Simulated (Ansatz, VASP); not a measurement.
**ZnO in VASP and in Ansatz**

INCAR

```
PREC = Accurate
ENCUT = 520
EDIFF = 1E-6
ISMEAR = -1
SIGMA = 0.05
LREAL = False
LASPH = True
NELM = 60
ALGO = Normal
ISIF = 2
LWAVE = False
LCHARG = False
GGA = VW
NBANDS = 26
```

KPOINTS

```
Automatic mesh
0
Gamma
  9 9 5
```

The input POSCAR:

```
ZnO
1.0
    3.2493080000      0.0000000000      0.0000000000
   -1.6246540000      2.8139832727      0.0000000000
    0.0000000000      0.0000000000      5.2057090000
Zn O
2 2
Direct
    0.6666666667      0.3333333333      0.0000000000
    0.3333333333      0.6666666667      0.5000000000
    0.3333333333      0.6666666667      0.8790100000
    0.6666666667      0.3333333333      0.3790100000
```

The input input.yaml:

```yaml
crystal:
  lattice:
    - [3.249308, 0.0, 0.0]
    - [-1.624654, 2.8139832727, 0.0]
    - [0.0, 0.0, 5.205709]
  atoms:
    - { symbol: Zn, position: [0.6666666667, 0.3333333333, 0.0] }
    - { symbol: Zn, position: [0.3333333333, 0.6666666667, 0.5] }
    - { symbol: O, position: [0.3333333333, 0.6666666667, 0.87901] }
    - { symbol: O, position: [0.6666666667, 0.3333333333, 0.37901] }
hamiltonian:
  xc: { exchange: slater, correlation: vwn5 }
  pseudopotentials: { kind: paw }
kpoints:
  mp_grid: { grid: [9, 9, 5] }
  band_path:
    path:
      - [[0.0, 0.0, 0.0], [0.5, 0.0, 0.0], [0.3333333333, 0.3333333333, 0.0], [0.0, 0.0, 0.0], [0.0, 0.0, 0.5], [0.5, 0.0, 0.5], [0.3333333333, 0.3333333333, 0.5], [0.0, 0.0, 0.5]]
      - [[0.5, 0.0, 0.5], [0.5, 0.0, 0.0]]
      - [[0.3333333333, 0.3333333333, 0.0], [0.3333333333, 0.3333333333, 0.5]]
    npoints: 14
scf:
  occupations: { method: fermi_dirac, width: 0.05 }
  n_extra_bands: 10
output:
  forces: true
  stress: true
  eigenvalues: true
  fatbands: true
```

Alike in both runs: functional SVWN5; k mesh 9 × 9 × 5; occupations fermi-dirac, width 0.05 eV; no spin polarisation.

|  | VASP | Ansatz |
| --- | --- | --- |
| version | VASP 6.6.1 | Ansatz 0.2.0 |
| potentials or method | VASP PAW PBE potentials, release 64 (Zn, O) | Ansatz PAW |
| plane-wave cutoff (eV) | 520 | 420 |
| valence electrons in the cell | 36 | 36 |
| task | single point | band structure |

|  | VASP | Ansatz | Ansatz less VASP |
| --- | --- | --- | --- |
| gap on the k mesh at the Fermi level (eV) | 0.73 | 0.74 | +0.008 |
| least direct gap on the mesh (eV) | 0.73 | 0.74 | +0.008 |
| pressure (GPa) | -6.3 | -7.2 | -0.85 |
| traceless stress, the component that is largest in VASP (GPa) | 1.21 | 1.16 | -0.050 |
| rms of the force components (eV/Å) | 0.032 | 0.030 | -0.0019 |

VASP's potentials were made for PBE, not for SVWN5. Atom by atom the forces differ by 0.002 eV/Å (rms over components).
